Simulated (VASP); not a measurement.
The system is MgSe.

```xyz
2
Lattice="0.0000 2.7255 2.7255 2.7255 0.0000 2.7255 2.7255 2.7255 0.0000" Properties=species:S:1:pos:R:3 pbc="T T T"
Mg    0.0000    0.0000    0.0000
Se    2.7255    2.7255    2.7255
```

Base run:

| Quantity | Value |
| --- | --- |
| Program | VASP 6.6.1 |
| Functional | BLYP |
| Dispersion | D3(BJ) |
| Potentials or basis | VASP PAW PBE potentials, release 64 (Mg, Se) |
| Cutoff | 600 eV |
| k mesh | 8 × 8 × 8 |
| Occupations | gaussian, width 0.05 eV |
| Spin | no spin polarisation |

Its results: band gap on the k mesh 1.86 eV, indirect (least direct gap 2.77 eV); pressure -2.3 GPa.

Q: The run is repeated on the same cell with these changes: dispersion from D3(BJ) to none. What comes out?

A: Band gap on the k mesh 1.86 eV, indirect (least direct gap 2.77 eV); pressure 4.5 GPa.

Dispersion adds attraction, which lowers the pressure at fixed volume and, as a term added to the energy, leaves the levels alone.

Caveats: the PAW data sets were made with another functional, which shifts forces and pressure a little.

A k mesh can miss the band edges.
